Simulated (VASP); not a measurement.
TaRu, 2 atoms in the cell. Symmetry: P4/mmm, No. 123, tetragonal system. The conventional cell has a = 2.838 Å, b = 2.838 Å, c = 3.133 Å, α = 90.00°, β = 90.00°, γ = 90.00°. Within 3.4 Å of Ta (site symmetry 4/mmm) lie 8 Ru at 2.55 Å and 6 Ta at 2.84 to 3.13 Å. Within 3.4 Å of Ru (site symmetry 4/mmm) lie 8 Ta at 2.55 Å and 6 Ru at 2.84 to 3.13 Å.  This cell differs from its parent crystal: volume scaled by 0.8.

```yaml
Program: VASP 6.6.1
Task: electric field gradients
Functional: PBEsol
Potentials_or_basis: VASP PAW PBE potentials, release 64 (Ta_pv, Ru_pv)
Cutoff: 520 eV
k_mesh: 12 × 12 × 11
Occupations: fermi-dirac, width 0.05 eV
Spin: no spin polarisation
Dipole_correction: no
Further_INCAR_settings: ALGO = Normal; EDIFF = 1e-08; NBANDS = 20
```

Potentials or basis: VASP PAW PBE potentials, release 64 (Ta_pv, Ru_pv).

The run is started by

```sh
$ cat potpaw_PBE.64/Ta_pv/POTCAR potpaw_PBE.64/Ru_pv/POTCAR > POTCAR
$ mpirun -np 1 vasp_std > vasp.out
```

Hardware: 1 thread of Intel(R) Xeon(R) 6975P-C (Granite Rapids) (shared host).

Q: How long does it take, and how much memory?

A: Run time: 22 s on 1 thread of Intel(R) Xeon(R) 6975P-C (Granite Rapids) (shared host), peak memory 0.21 GiB. Counts: scf iterations 15, k points 168.
